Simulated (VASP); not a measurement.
# Ba (P6_3/mmc) in VASP: notebook

The runs below take Ba through single point, with PBE.

Program: VASP 6.6.1. These are calculated values, not measurements. Logs are shortened: lines on timing, memory, paths and dates and some standing lists are left out, and cuts for length are marked.

**1. The cell of the first run**

The structure is hexagonal, space group P6_3/mmc (No. 194). Conventional cell: a = 3.565 Å, b = 3.565 Å, c = 5.220 Å, α = 90.00°, β = 90.00°, γ = 120.00°. Ba (site symmetry -6m2) has 12 Ba at 3.32 to 3.57 Å within 4.4 Å.

**2. Single point, PBE**

INCAR reads:

```
SYSTEM = Ba
PREC = Accurate
ENCUT = 520
EDIFF = 1E-6
ISMEAR = -1
SIGMA = 0.1
LREAL = .FALSE.
LASPH = .TRUE.
NELM = 100
ALGO = Normal
ISIF = 2
LWAVE = .FALSE.
LCHARG = .FALSE.
GGA = PE
NBANDS = 17
```

KPOINTS reads:

```
Automatic mesh
0
G
  10 10 6
  0 0 0
```

POSCAR reads:

```
Ba
1.0
    3.5650947239      0.0000000000      0.0000000000
   -1.7825473620      3.0874625978      0.0000000000
    0.0000000000      0.0000000000      5.2195351555
Ba
2
Direct
    0.3333333333      0.6666666667      0.2500000000
    0.6666666667      0.3333333333      0.7500000000
```

Potentials or basis: VASP PAW PBE potentials, release 64 (Ba_sv).

Run with:

```console
> cat potpaw_PBE.64/Ba_sv/POTCAR > POTCAR
> mpirun -np 1 vasp_std > vasp.out
```

OUTCAR:

```text
SYSTEM = Ba
   PREC = Accurate
   ENCUT = 520
   EDIFF = 1E-6
   ISMEAR = -1
   LREAL = .FALSE.
   LASPH = .TRUE.
   NELM = 100
   ISIF = 2
   GGA = PE

 ion  position               nearest neighbor table
   1  0.333  0.667  0.250-   2 3.32   2 3.32   2 3.32   2 3.32   2 3.32   2 3.32
   2  0.667  0.333  0.750-   1 3.32   1 3.32   1 3.32   1 3.32   1 3.32   1 3.32

  LATTYP: Found a hexagonal cell.
 ALAT       =     3.5650947239
 C/A-ratio  =     1.4640663320

  Lattice vectors:

 A1 = (   3.5650947239,   0.0000000000,   0.0000000000)
 A2 = (  -1.7825473620,   3.0874625978,   0.0000000000)
 A3 = (   0.0000000000,   0.0000000000,   5.2195351555)

Analysis of symmetry for initial positions (statically):
=====================================================================
 Subroutine PRICEL returns:
 Original cell was already a primitive cell.

 Routine SETGRP: Setting up the symmetry group for a
 hexagonal supercell.

 Subroutine GETGRP returns: Found 24 space group operations
 (whereof 12 operations were pure point group operations)
 out of a pool of 24 trial point group operations.

The static configuration has the point symmetry D_3d.
 The point group associated with its full space group is D_6h.

Analysis of symmetry for dynamics (positions and initial velocities):
=====================================================================
 Subroutine PRICEL returns:
 Original cell was already a primitive cell.

 Routine SETGRP: Setting up the symmetry group for a
 hexagonal supercell.

 Subroutine GETGRP returns: Found 24 space group operations
 (whereof 12 operations were pure point group operations)
 out of a pool of 24 trial point group operations.

The dynamic configuration has the point symmetry D_3d.
 The point group associated with its full space group is D_6h.

 Subroutine INISYM returns: Found 24 space group operations
 (whereof 12 operations are pure point group operations),
 and found     1 'primitive' translations

----------------------------------------------------------------------------------------

                                     Primitive cell

  volume of cell :      57.4519

  direct lattice vectors                    reciprocal lattice vectors
     3.565094724  0.000000000  0.000000000     0.280497456  0.161945282  0.000000000
    -1.782547362  3.087462598  0.000000000     0.000000000  0.323890563  0.000000000
     0.000000000  0.000000000  5.219535156     0.000000000  0.000000000  0.191587942

  length of vectors
     3.565094724  3.565094724  5.219535156     0.323890563  0.323890563  0.191587942

  position of ions in fractional coordinates (direct lattice)
     0.333333333  0.666666667  0.250000000
     0.666666667  0.333333333  0.750000000

  ion indices of the primitive-cell ions
   primitive index   ion index
                 1           1
                 2           2

----------------------------------------------------------------------------------------

 KPOINTS: Automatic mesh

Automatic generation of k-mesh.
 Grid dimensions read from file:
 generate k-points for:   10   10    6

 Generating k-lattice:

  Cartesian coordinates                     Fractional coordinates (reciprocal lattice)
     0.028049746  0.016194528  0.000000000     0.100000000 -0.000000000  0.000000000
     0.000000000  0.032389056  0.000000000     0.000000000  0.100000000  0.000000000
     0.000000000  0.000000000  0.031931324     0.000000000  0.000000000  0.166666667

  Length of vectors
     0.032389056  0.032389056  0.031931324

  Shift w.r.t. Gamma in fractional coordinates (k-lattice)
     0.000000000  0.000000000  0.000000000

 Subroutine IBZKPT returns following result:
 ===========================================

 Found     56 irreducible k-points:

 Following reciprocal coordinates:
            Coordinates               Weight
  0.000000  0.000000  0.000000      1.000000
  0.100000  0.000000  0.000000      6.000000
  0.200000  0.000000  0.000000      6.000000
  0.300000  0.000000  0.000000      6.000000
  0.400000  0.000000  0.000000      6.000000
  0.500000  0.000000  0.000000      3.000000
[... 16 lines left out ...]
  0.300000  0.100000  0.166667     24.000000
  0.400000  0.100000  0.166667     24.000000
 [... further k-points ...]
   k-points           NKPTS =     56   k-points in BZ     NKDIM =     56   number of bands    NBANDS=     17
   number of dos      NEDOS =    301   number of ions     NIONS =      2
   total plane-waves  NPLWV =  31360
   dimension x,y,z NGX =    28 NGY =   28 NGZ =   40
   dimension x,y,z NGXF=    56 NGYF=   56 NGZF=   80
   ions per type =               2
   NGX,Y,Z   is equivalent  to a cutoff of  13.06, 13.06, 12.74 a.u.
   NGXF,Y,Z  is equivalent  to a cutoff of  26.11, 26.11, 25.48 a.u.
 SYSTEM =  Ba
   PREC   = accura    normal or accurate (medium, high low for compatibility)
   ISTART =      0    job   : 0-new  1-cont  2-samecut
   ICHARG =      2    charge: 1-file 2-atom 10-const
   ISPIN  =      1    spin polarized calculation?
   LNONCOLLINEAR =      F non collinear calculations
   LSORBIT =      F    spin-orbit coupling
   LASPH  =      T    aspherical Exc in radial PAW
   ENCUT  =  520.0 eV  38.22 Ry    6.18 a.u.   6.63  6.63  9.70*2*pi/ulx,y,z
   NELM   =    100;   NELMIN=  2; NELMDL= -5     # of ELM steps
   EDIFF  = 0.1E-05   stopping-criterion for ELM
   LREAL  =      F    real-space projection
   EDIFFG = 0.1E-04   stopping-criterion for IOM
   NSW    =      0    number of steps for IOM
   IBRION =     -1    ionic relax: 0-MD 1-quasi-New 2-CG
   NFREE  =      0    steps in history (QN), initial steepest desc. (CG)
   ISIF   =      2    stress and relaxation
   ISYM   =      2    0-nonsym 1-usesym 2-fastsym
   POTIM  = 0.5000    time-step for ionic-motion
   TEBEG  =    0.0;   TEEND  =   0.0 temperature during run
   PSTRESS=    0.0 pullay stress
   NELECT =      20.0000    total number of electrons
   NUPDOWN=      -1.0000    fix difference up-down
   EMIN   =  10.00;   EMAX   =-10.00  energy-range for DOS
   EFERMI =   0.00;   METHOD = LEGACY
   ISMEAR =    -1;   SIGMA  =   0.10  broadening in eV -4-tet -1-fermi 0-gaus
   EFERMI_NEDOS =   21; number of points for ismear=-14 and -15
   IALGO  =     38    algorithm
   IMIX   =      4    mixing-type and parameters
     AMIX     =   0.40;   BMIX     =  1.00
     AMIX_MAG =   1.60;   BMIX_MAG =  1.00
  volume/ion in A,a.u.               =      28.73       193.85
  Fermi-wavevector in a.u.,A,eV,Ry     =   1.151640  2.176283 18.045053  1.326274
  Thomas-Fermi vector in A             =   2.288296
   LORBIT       =      0    0 simple, 1 ext, 2 COOP (PROOUT), +10 PAW based schemes
   GGA     = PE    functional components
   LHFCALC =     F    Hartree Fock is set to
   AEXX    =    0.0000 exact exchange contribution
   IVDW    =     0    specifies the selected vdW correction
   LEPSILON=     F    determine dielectric tensor
   LRPA    =     F    only Hartree local field effects (RPA)
 non-spin polarized calculation
  energy-cutoff  :      520.00
  volume of cell :       57.45
 maximum number of plane-waves:      1580
 NGX is ok and might be reduce to    28

 number of electron      20.0000002 magnetization

 Free energy of the ion-electron system (eV)
  ---------------------------------------------------
  ext. energy  EPLUGINS =         0.00000000
  ---------------------------------------------------
  free energy    TOTEN  =        -1.34761046 eV

  energy without entropy =       -1.28526573  energy(sigma->0) =       -1.31643810

 E-fermi :   5.6737     XC(G=0): -10.4291

 val. band max:        5.6561621216   @ k =   0.3000   0.3000   0.3333
 cond. band min:       5.7332809341   @ k =   0.3000   0.2000   0.3333
 fundamental gap:      0.0771188125
 Fermi energy:         5.6737116814

 k-point     1 :       0.0000    0.0000    0.0000
  band No.  band energies     occupation
      1     -23.4500      2.00000
      2     -22.3451      2.00000
      3     -10.3842      2.00000
      4      -7.3326      2.00000
      5      -7.3326      2.00000
      6      -6.5781      2.00000
[... 9 lines left out ...]
     16       8.8575      0.00000
     17       8.8695      0.00000

 k-point     2 :       0.1000    0.0000    0.0000
  band No.  band energies     occupation
      1     -23.3967      2.00000
      2     -22.3328      2.00000
      3     -10.2920      2.00000
      4      -7.6081      2.00000
      5      -7.4316      2.00000
      6      -6.8451      2.00000
[... 9 lines left out ...]
     16       9.1606      0.00000
     17       9.4567      0.00000

 k-point     3 :       0.2000    0.0000    0.0000
  band No.  band energies     occupation
      1     -23.2480      2.00000
      2     -22.3066      2.00000
      3     -10.0247      2.00000
      4      -8.2674      2.00000
      5      -7.6597      2.00000
      6      -7.4696      2.00000
[... 9 lines left out ...]
     16       9.9336      0.00000
     17      10.1643      0.00000

 k-point     4 :       0.3000    0.0000    0.0000
  band No.  band energies     occupation
      1     -23.0379      2.00000
      2     -22.2940      2.00000
      3      -9.6161      2.00000
      4      -8.9876      2.00000
      5      -8.1426      2.00000
      6      -7.9030      2.00000
[... 9 lines left out ...]
     16      10.1079      0.00000
     17      11.6837      0.00000

 k-point     5 :       0.4000    0.0000    0.0000
  band No.  band energies     occupation
      1     -22.8263      2.00000
      2     -22.3197      2.00000
      3      -9.5132      2.00000
      4      -9.1502      2.00000
      5      -8.6357      2.00000
      6      -8.0793      2.00000
[... 9 lines left out ...]
     16      11.9838      0.00000
     17      13.4451      0.00000

 k-point     6 :       0.5000    0.0000    0.0000
  band No.  band energies     occupation
      1     -22.7212      2.00000
      2     -22.3523      2.00000
      3      -9.7030      2.00000
      4      -8.8861      2.00000
      5      -8.8152      2.00000
      6      -8.1430      2.00000
[... 9 lines left out ...]
     16      13.3644      0.00000
     17      14.4042      0.00000

 k-point     7 :       0.1000    0.1000    0.0000
  band No.  band energies     occupation
      1     -23.2956      2.00000
      2     -22.3136      2.00000
      3     -10.1120      2.00000
      4      -7.9897      2.00000
      5      -7.7610      2.00000
      6      -7.1517      2.00000
[... 9 lines left out ...]
     16       9.7996      0.00000
     17      10.1399      0.00000

 k-point     8 :       0.2000    0.1000    0.0000
  band No.  band energies     occupation
      1     -23.1152      2.00000
      2     -22.2946      2.00000
      3      -9.7718      2.00000
      4      -8.6164      2.00000
      5      -8.2232      2.00000
      6      -7.5711      2.00000
[... 9 lines left out ...]
     16      10.0083      0.00000
     17      10.6997      0.00000
[... 203 lines left out ...]
      1     -22.7931      2.00000
      2     -22.3542      2.00000
      3      -9.8288      2.00000
      4      -9.0312      2.00000
      5      -8.5481      2.00000
      6      -8.0049      2.00000
[... 9 lines left out ...]
     16      12.1157      0.00000
     17      12.7572      0.00000

 k-point    20 :       0.5000    0.0000    0.1667
  band No.  band energies     occupation
      1     -22.6960      2.00000
      2     -22.3763      2.00000
      3      -9.9416      2.00000
      4      -9.1759      2.00000
      5      -8.4547      2.00000
      6      -8.0670      2.00000
[... 9 lines left out ...]
     16      13.3708      0.00000
     17      13.9139      0.00000

 k-point    21 :       0.1000    0.1000    0.1667
  band No.  band energies     occupation
      1     -23.2374      2.00000
      2     -22.3885      2.00000
      3      -9.9402      2.00000
      4      -7.8811      2.00000
      5      -7.7673      2.00000
      6      -7.3449      2.00000
[... 9 lines left out ...]
     16       9.2807      0.00000
     17      10.4560      0.00000

 k-point    22 :       0.2000    0.1000    0.1667
  band No.  band energies     occupation
      1     -23.0651      2.00000
      2     -22.3551      2.00000
      3      -9.7439      2.00000
      4      -8.4849      2.00000
      5      -8.2164      2.00000
      6      -7.7111      2.00000
[... 9 lines left out ...]
     16      10.1814      0.00000
     17      10.7933      0.00000

 k-point    23 :       0.3000    0.1000    0.1667
  band No.  band energies     occupation
      1     -22.8616      2.00000
      2     -22.3460      2.00000
      3      -9.6889      2.00000
      4      -8.9558      2.00000
      5      -8.4799      2.00000
      6      -8.0237      2.00000
[... 9 lines left out ...]
     16      11.3408      0.00000
     17      12.1131      0.00000

 k-point    24 :       0.4000    0.1000    0.1667
  band No.  band energies     occupation
      1     -22.6994      2.00000
      2     -22.3732      2.00000
      3      -9.8436      2.00000
      4      -9.1230      2.00000
      5      -8.5472      2.00000
      6      -8.0816      2.00000
[... 9 lines left out ...]
     16      12.8063      0.00000
     17      13.4280      0.00000

 [... further k-points ...]

------------------------ aborting loop because EDIFF is reached ----------------------------------------

  FORCE on cell =-STRESS in cart. coord.  units (eV):
  Direction    XX          YY          ZZ          XY          YZ          ZX
  --------------------------------------------------------------------------------------
  -------------------------------------------------------------------------------------
  Total        7.1646132      7.1646132      7.6654231     -0.0000000      0.0000000      0.0000000
  in kB      199.8014906    199.8014906    213.7677113     -0.0000000      0.0000000      0.0000000
  external PRESSURE =     204.4568975 kB  Pullay stress =       0.0000000 kB

 VOLUME and BASIS-vectors are now :
 -----------------------------------------------------------------------------
  energy-cutoff  :      520.00
  volume of cell :       57.45
      direct lattice vectors                 reciprocal lattice vectors
     3.565094724  0.000000000  0.000000000     0.280497456  0.161945282  0.000000000
    -1.782547362  3.087462598  0.000000000     0.000000000  0.323890563  0.000000000
     0.000000000  0.000000000  5.219535156     0.000000000  0.000000000  0.191587942

 POSITION                                       TOTAL-FORCE (eV/Angst)
 -----------------------------------------------------------------------------------
     -0.00000      2.05831      1.30488        -0.000000     -0.000000      0.000000
      1.78255      1.02915      3.91465         0.000000      0.000000      0.000000
 -----------------------------------------------------------------------------------
    total drift:                               -0.000000      0.000000     -0.000000

  FREE ENERGIE OF THE ION-ELECTRON SYSTEM (eV)
  ---------------------------------------------------
  free  energy   TOTEN  =        -1.3476104627 eV

  energy  without entropy=       -1.2852657335  energy(sigma->0) =       -1.31643810
```

Run time: 18 s. Hardware: 1 thread of Intel Xeon 6975P-C (Granite Rapids), shared host; peak memory 0.2 GiB.

What came out:

```yaml
Free_energy: -1.3476 eV
Pressure: 20.4 GPa
Band_gap_on_the_k_mesh: zero (band 10 reaches 6.09 eV, above the bottom of band 11 at 5.29 eV)
```

Caveat: spin-orbit coupling is left out, which moves the levels of the heavy elements.

**3. Single point, PBE**

INCAR reads:

```
  PREC = Accurate
  ENCUT = 520
  EDIFF = 1E-6
  ISMEAR = -1
  SIGMA = 0.1
  LREAL = F
  LASPH = T
  NELM = 80
  ALGO = Normal
  ISIF = 2
  LWAVE = F
  LCHARG = F
  GGA = PE
  NBANDS = 17
```

KPOINTS reads:

```
Automatic mesh
0
Gamma
  10 10 6
```

POSCAR, as its differences from that of step 2:

```diff
@@ -4,3 +4,3 @@
    -1.7825473620      3.0874625978      0.0000000000
-    0.0000000000      0.0000000000      5.2195351555
+    0.0000000000      0.0000000000      5.2195351556
 Ba
```

Potentials or basis: VASP PAW PBE potentials, release 64 (Ba_sv).

Run with:

```console
> cat potpaw_PBE.64/Ba_sv/POTCAR > POTCAR
> mpirun -np 1 vasp_std > vasp.out
```

Run time: 18 s. Hardware: 1 thread of Intel Xeon 6975P-C (Granite Rapids), shared host; peak memory 0.2 GiB.

It converged, with:

```
Free energy            : -1.3476 eV
Pressure               : 20.4 GPa
Band gap on the k mesh : zero (band 10 reaches 6.09 eV, above the bottom of band 11 at 5.29 eV)
```

Stress tensor (GPa, compression positive):
```
19.98  0.00  0.00
 0.00 19.98  0.00
 0.00  0.00 21.38
```

Levels at points of the mesh, in eV from the Fermi level:
```csv
k point,band 6,band 7,band 8,band 9,band 10,band 11,band 12,band 13,band 14,band 15
"(0.00, 0.00, 0.00)",-12.25,-12.25,-11.79,-2.17,-1.95,1.70,1.70,3.14,3.14,3.18
"(0.50, 0.00, 0.00)",-13.82,-13.24,-12.48,-2.46,-0.91,-0.39,1.05,3.82,4.42,4.58
"(0.00, 0.00, 0.50)",-12.64,-12.64,-12.64,-0.93,-0.93,1.42,1.42,1.42,1.42,2.84
"(0.50, 0.00, 0.50)",-13.21,-12.84,-12.84,-1.68,-1.68,-0.02,-0.02,3.98,3.98,5.73
```

Caveat: spin-orbit coupling is left out, which moves the levels of the heavy elements.

[end of part 1 of 2]
